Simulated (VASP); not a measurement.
# Mg (P-1) in VASP: a series of runs

Runs on Mg. Level: PBEsol. Tasks: single point.

Program: VASP 6.6.1. These are calculated values, not measurements. Logs are shortened: lines on timing, memory, paths and dates and some standing lists are left out, and cuts for length are marked.

## 1. The cell of the first run

The typed cell holds 2 atoms: a = 3.209 Å, b = 3.209 Å, c = 5.210 Å, α = 90.00°, β = 90.00°, γ = 120.00°.

## 2. Single point, PBEsol (atom 1 (Mg) moved by (-0.150, -0.150) A along [1 1 0] and z)

The input, INCAR:

```
PREC = Accurate
ENCUT = 520
EDIFF = 1E-7
ISMEAR = 0
SIGMA = 0.15
LREAL = F
LASPH = T
NELM = 80
ALGO = Fast
ISIF = 2
LWAVE = F
LCHARG = F
GGA = PS
NBANDS = 9
```

The input, KPOINTS:

```
regular mesh
0
Gamma
  18 18 10
```

The input, POSCAR:

```
Mg
1.0
    3.2092715325      0.0000000000      0.0000000000
   -1.6046357662      2.7793106748      0.0000000000
    0.0000000000      0.0000000000      5.2103300000
Mg
2
Direct
    0.2812021070      0.6285039603      0.2212110365
    0.6666666667      0.3333333333      0.7500000000
```

Potentials or basis: VASP PAW PBE potentials, release 64 (Mg).

On the command line:

```sh
cat potpaw_PBE.64/Mg/POTCAR > POTCAR
mpirun -np 1 vasp_std > vasp.out
```

OUTCAR:

```text
PREC = Accurate
   ENCUT = 520
   EDIFF = 1E-7
   ISMEAR = 0
   LREAL = F
   LASPH = T
   NELM = 80
   ISIF = 2
   GGA = PS

 ion  position               nearest neighbor table
   1  0.281  0.629  0.221-   2 2.99   2 3.10   2 3.14   2 3.24   2 3.35   2 3.38
   2  0.667  0.333  0.750-   1 2.99   1 3.10   1 3.14   1 3.24   1 3.35   1 3.38

  LATTYP: Found a hexagonal cell.
 ALAT       =     3.2092715325
 C/A-ratio  =     1.6235242008

  Lattice vectors:

 A1 = (   3.2092715325,   0.0000000000,   0.0000000000)
 A2 = (  -1.6046357662,   2.7793106748,   0.0000000000)
 A3 = (   0.0000000000,   0.0000000000,   5.2103300000)

Analysis of symmetry for initial positions (statically):
=====================================================================
 Subroutine PRICEL returns:
 Original cell was already a primitive cell.

 Routine SETGRP: Setting up the symmetry group for a
 hexagonal supercell.

 Subroutine GETGRP returns: Found  2 space group operations
 (whereof  1 operations were pure point group operations)
 out of a pool of 24 trial point group operations.

The static configuration has the point symmetry C_1 .
 The point group associated with its full space group is S_2 .

Analysis of symmetry for dynamics (positions and initial velocities):
=====================================================================
 Subroutine PRICEL returns:
 Original cell was already a primitive cell.

 Routine SETGRP: Setting up the symmetry group for a
 hexagonal supercell.

 Subroutine GETGRP returns: Found  2 space group operations
 (whereof  1 operations were pure point group operations)
 out of a pool of 24 trial point group operations.

The dynamic configuration has the point symmetry C_1 .
 The point group associated with its full space group is S_2 .

 Subroutine INISYM returns: Found  2 space group operations
 (whereof  1 operations are pure point group operations),
 and found     1 'primitive' translations

----------------------------------------------------------------------------------------

                                     Primitive cell

  volume of cell :      46.4739

  direct lattice vectors                    reciprocal lattice vectors
     3.209271532  0.000000000  0.000000000     0.311597193  0.179900723  0.000000000
    -1.604635766  2.779310675  0.000000000     0.000000000  0.359801446  0.000000000
     0.000000000  0.000000000  5.210330000     0.000000000  0.000000000  0.191926423

  length of vectors
     3.209271532  3.209271532  5.210330000     0.359801446  0.359801446  0.191926423

  position of ions in fractional coordinates (direct lattice)
     0.281202107  0.628503960  0.221211037
     0.666666667  0.333333333  0.750000000

  ion indices of the primitive-cell ions
   primitive index   ion index
                 1           1
                 2           2

----------------------------------------------------------------------------------------

 KPOINTS: regular mesh

Automatic generation of k-mesh.
 Grid dimensions read from file:
 generate k-points for:   18   18   10

 Generating k-lattice:

  Cartesian coordinates                     Fractional coordinates (reciprocal lattice)
     0.017310955  0.009994485  0.000000000     0.055555556  0.000000000  0.000000000
     0.000000000  0.019988969  0.000000000     0.000000000  0.055555556  0.000000000
     0.000000000  0.000000000  0.019192642     0.000000000  0.000000000  0.100000000

  Length of vectors
     0.019988969  0.019988969  0.019192642

  Shift w.r.t. Gamma in fractional coordinates (k-lattice)
     0.000000000  0.000000000  0.000000000

 Subroutine IBZKPT returns following result:
 ===========================================

 Found   1624 irreducible k-points:

 Following reciprocal coordinates:
            Coordinates               Weight
  0.000000  0.000000  0.000000      1.000000
  0.055556  0.000000  0.000000      2.000000
  0.000000  0.055556  0.000000      2.000000
 -0.055556  0.055556  0.000000      2.000000
  0.111111  0.000000  0.000000      2.000000
  0.000000  0.111111  0.000000      2.000000
[... 16 lines left out ...]
  0.444444  0.000000  0.000000      2.000000
  0.000000  0.444444  0.000000      2.000000
 [... further k-points ...]
   k-points           NKPTS =   1624   k-points in BZ     NKDIM =   1624   number of bands    NBANDS=      9
   number of dos      NEDOS =    301   number of ions     NIONS =      2
   total plane-waves  NPLWV =  23040
   dimension x,y,z NGX =    24 NGY =   24 NGZ =   40
   dimension x,y,z NGXF=    48 NGYF=   48 NGZF=   80
   ions per type =               2
   NGX,Y,Z   is equivalent  to a cutoff of  12.43, 12.43, 12.76 a.u.
   NGXF,Y,Z  is equivalent  to a cutoff of  24.86, 24.86, 25.53 a.u.
 SYSTEM =  unknown system
   PREC   = accura    normal or accurate (medium, high low for compatibility)
   ISTART =      0    job   : 0-new  1-cont  2-samecut
   ICHARG =      2    charge: 1-file 2-atom 10-const
   ISPIN  =      1    spin polarized calculation?
   LNONCOLLINEAR =      F non collinear calculations
   LSORBIT =      F    spin-orbit coupling
   LASPH  =      T    aspherical Exc in radial PAW
   ENCUT  =  520.0 eV  38.22 Ry    6.18 a.u.   5.97  5.97  9.69*2*pi/ulx,y,z
   NELM   =     80;   NELMIN=  2; NELMDL= -5     # of ELM steps
   EDIFF  = 0.1E-06   stopping-criterion for ELM
   LREAL  =      F    real-space projection
   EDIFFG = 0.1E-05   stopping-criterion for IOM
   NSW    =      0    number of steps for IOM
   IBRION =     -1    ionic relax: 0-MD 1-quasi-New 2-CG
   NFREE  =      0    steps in history (QN), initial steepest desc. (CG)
   ISIF   =      2    stress and relaxation
   ISYM   =      2    0-nonsym 1-usesym 2-fastsym
   POTIM  = 0.5000    time-step for ionic-motion
   TEBEG  =    0.0;   TEEND  =   0.0 temperature during run
   PSTRESS=    0.0 pullay stress
   NELECT =       4.0000    total number of electrons
   NUPDOWN=      -1.0000    fix difference up-down
   EMIN   =  10.00;   EMAX   =-10.00  energy-range for DOS
   EFERMI =   0.00;   METHOD = LEGACY
   ISMEAR =     0;   SIGMA  =   0.15  broadening in eV -4-tet -1-fermi 0-gaus
   EFERMI_NEDOS =   21; number of points for ismear=-14 and -15
   IALGO  =     68    algorithm
   IMIX   =      4    mixing-type and parameters
     AMIX     =   0.40;   BMIX     =  1.00
     AMIX_MAG =   1.60;   BMIX_MAG =  1.00
  volume/ion in A,a.u.               =      23.24       156.81
  Fermi-wavevector in a.u.,A,eV,Ry     =   0.722812  1.365916  7.108458  0.522457
  Thomas-Fermi vector in A             =   1.812869
   LORBIT       =      0    0 simple, 1 ext, 2 COOP (PROOUT), +10 PAW based schemes
   GGA     = PS    functional components
   LHFCALC =     F    Hartree Fock is set to
   AEXX    =    0.0000 exact exchange contribution
   IVDW    =     0    specifies the selected vdW correction
   LEPSILON=     F    determine dielectric tensor
   LRPA    =     F    only Hartree local field effects (RPA)
 non-spin polarized calculation
 RMM-DIIS sequential band-by-band and
 Gauss-broadening in eV      SIGMA  =   0.15
  energy-cutoff  :      520.00
  volume of cell :       46.47
 maximum number of plane-waves:      1276
   NGX = 11   NGY = 11   NGZ = 19

 number of electron       4.0000000 magnetization

 Free energy of the ion-electron system (eV)
  ---------------------------------------------------
  ext. energy  EPLUGINS =         0.00000000
  ---------------------------------------------------
  free energy    TOTEN  =        -3.40891371 eV

  energy without entropy =       -3.39876967  energy(sigma->0) =       -3.40384169

 E-fermi :   2.5223     XC(G=0):  -8.4910

 val. band max:        2.5217809438   @ k =   0.3889   0.4444  -0.4000
 cond. band min:       2.5267886605   @ k =  -0.2222  -0.2778  -0.2000
 fundamental gap:      0.0050077167
 Fermi energy:         2.5222666187

 k-point     1 :       0.0000    0.0000    0.0000
  band No.  band energies     occupation
      1      -4.3620      2.00000
      2       0.8808      2.00000
      3       1.2873      2.00000
      4      13.3585      0.00000
      5      13.3734      0.00000
      6      13.4073      0.00000
      7      13.4352      0.00000
      8      14.3375      0.00000
      9      15.5974      0.00000

 k-point     2 :       0.0556    0.0000    0.0000
  band No.  band energies     occupation
      1      -4.3017      2.00000
      2       0.9359      2.00000
      3       1.3458      2.00000
      4      11.9786      0.00000
      5      12.5407      0.00000
      6      13.2336      0.00000
      7      14.3347      0.00000
      8      15.0341      0.00000
      9      16.1639      0.00000

 k-point     3 :       0.0000    0.0556    0.0000
  band No.  band energies     occupation
      1      -4.3018      2.00000
      2       0.9359      2.00000
      3       1.3460      2.00000
      4      11.9089      0.00000
      5      12.5439      0.00000
      6      13.3544      0.00000
      7      14.3452      0.00000
      8      14.9182      0.00000
      9      16.2226      0.00000

 k-point     4 :      -0.0556    0.0556    0.0000
  band No.  band energies     occupation
      1      -4.3018      2.00000
      2       0.9359      2.00000
      3       1.3460      2.00000
      4      11.9279      0.00000
      5      12.5462      0.00000
      6      13.3152      0.00000
      7      14.3414      0.00000
      8      14.9508      0.00000
      9      16.2107      0.00000

 k-point     5 :       0.1111    0.0000    0.0000
  band No.  band energies     occupation
      1      -4.1212      2.00000
      2       1.1012      2.00000
      3       1.5205      2.00000
      4      10.2810      0.00000
      5      11.7840      0.00000
      6      12.5349      0.00000
      7      14.8975      0.00000
      8      15.1014      0.00000
      9      15.2900      0.00000

 k-point     6 :       0.0000    0.1111    0.0000
  band No.  band energies     occupation
      1      -4.1212      2.00000
      2       1.1013      2.00000
      3       1.5214      2.00000
      4      10.2219      0.00000
      5      11.7849      0.00000
      6      12.5930      0.00000
      7      15.0077      0.00000
      8      15.0900      0.00000
      9      15.3486      0.00000
[... 169 lines left out ...]
 k-point    21 :       0.0000    0.3889    0.0000
  band No.  band energies     occupation
      1      -1.4533      2.00000
      2       2.5718      0.64082
      3       3.5843      0.00000
      4       4.3155      0.00000
      5       7.6192      0.00000
      6       7.9623      0.00000
      7       9.5133      0.00000
      8      11.1144      0.00000
      9      13.9252      0.00000

 k-point    22 :      -0.3889    0.3889    0.0000
  band No.  band energies     occupation
      1      -1.4536      2.00000
      2       2.5595      0.72560
      3       3.5849      0.00000
      4       4.3426      0.00000
      5       7.6096      0.00000
      6       7.9766      0.00000
      7       9.5210      0.00000
      8      11.0341      0.00000
      9      13.9519      0.00000

 k-point    23 :       0.4444    0.0000    0.0000
  band No.  band energies     occupation
      1      -0.5834      2.00000
      2       1.4505      2.00000
      3       4.4148      0.00000
      4       5.1122      0.00000
      5       6.4265      0.00000
      6       6.9869      0.00000
      7       9.3656      0.00000
      8      10.6460      0.00000
      9      13.7773      0.00000

 k-point    24 :       0.0000    0.4444    0.0000
  band No.  band energies     occupation
      1      -0.5811      2.00000
      2       1.4639      2.00000
      3       4.4040      0.00000
      4       5.0333      0.00000
      5       6.4634      0.00000
      6       6.9596      0.00000
      7       9.3620      0.00000
      8      10.8558      0.00000
      9      13.7534      0.00000

 [... further k-points ...]
[... 5 lines left out ...]
  --------------------------------------------------------------------------------------
  -------------------------------------------------------------------------------------
  Total       -0.1947477     -0.3625794     -0.1561306      0.0797566      0.0579104      0.0710722
  in kB       -6.7138877    -12.4998544     -5.3825699      2.7495918      1.9964512      2.4501991
  external PRESSURE =      -8.1987707 kB  Pullay stress =       0.0000000 kB

 VOLUME and BASIS-vectors are now :
 -----------------------------------------------------------------------------
  energy-cutoff  :      520.00
  volume of cell :       46.47
      direct lattice vectors                 reciprocal lattice vectors
     3.209271532  0.000000000  0.000000000     0.311597193  0.179900723  0.000000000
    -1.604635766  2.779310675  0.000000000     0.000000000  0.359801446  0.000000000
     0.000000000  0.000000000  5.210330000     0.000000000  0.000000000  0.191926423

 POSITION                                       TOTAL-FORCE (eV/Angst)
 -----------------------------------------------------------------------------------
     -0.10607      1.74681      1.15258         0.092162      0.075334      0.396412
      1.60464      0.92644      3.90775        -0.092162     -0.075334     -0.396412
 -----------------------------------------------------------------------------------
    total drift:                                0.000000      0.000000     -0.000002

  FREE ENERGIE OF THE ION-ELECTRON SYSTEM (eV)
  ---------------------------------------------------
  free  energy   TOTEN  =        -3.4089137117 eV

  energy  without entropy=       -3.3987696746  energy(sigma->0) =       -3.40384169
```

Wall time 2.2 min (1 thread of Intel Xeon 6975P-C (Granite Rapids), shared host); peak memory 0.71 GiB.

Results:

```yaml
Free_energy: -3.4089 eV
Pressure: -0.8 GPa
Largest_force: 0.414 eV/Å
Band_gap_on_the_k_mesh: zero (bands 2 and 3 overlap by 2.24 eV)
```

Forces in eV/Å, atoms in the order of the input:
```
Mg   0.092  0.075  0.396
Mg  -0.092 -0.075 -0.396
```

Levels at points of the mesh, in eV from the Fermi level:
| k point | band 1 | band 2 | band 3 | band 4 | band 5 | band 6 |
| --- | --- | --- | --- | --- | --- | --- |
| (0.00, 0.00, 0.00) | -6.88 | -1.64 | -1.23 | 10.84 | 10.85 | 10.89 |
| (0.50, 0.00, 0.00) | -2.14 | -2.13 | 2.73 | 2.95 | 3.36 | 3.61 |
| (0.00, 0.50, 0.00) | -2.13 | -2.12 | 2.62 | 3.09 | 3.18 | 3.69 |
| (0.50, 0.50, 0.00) | -2.13 | -2.13 | 2.64 | 3.05 | 3.22 | 3.68 |
| (0.00, 0.00, 0.50) | -5.71 | -5.27 | 4.93 | 5.07 | 11.49 | 11.52 |
| (0.50, 0.00, 0.50) | -1.19 | -1.16 | -0.35 | -0.34 | 7.71 | 7.72 |
| (0.00, 0.50, 0.50) | -1.15 | -1.12 | -0.40 | -0.39 | 7.70 | 7.77 |
| (0.50, 0.50, 0.50) | -1.16 | -1.13 | -0.38 | -0.37 | 7.70 | 7.75 |

Caveat: the cell differs from its parent crystal (atom 1 (Mg) moved by (-0.150, -0.150) A along [1 1 0] and z); the PAW data sets were made with another functional, which shifts forces and pressure a little.

(Part 1 of 2 ends here.)
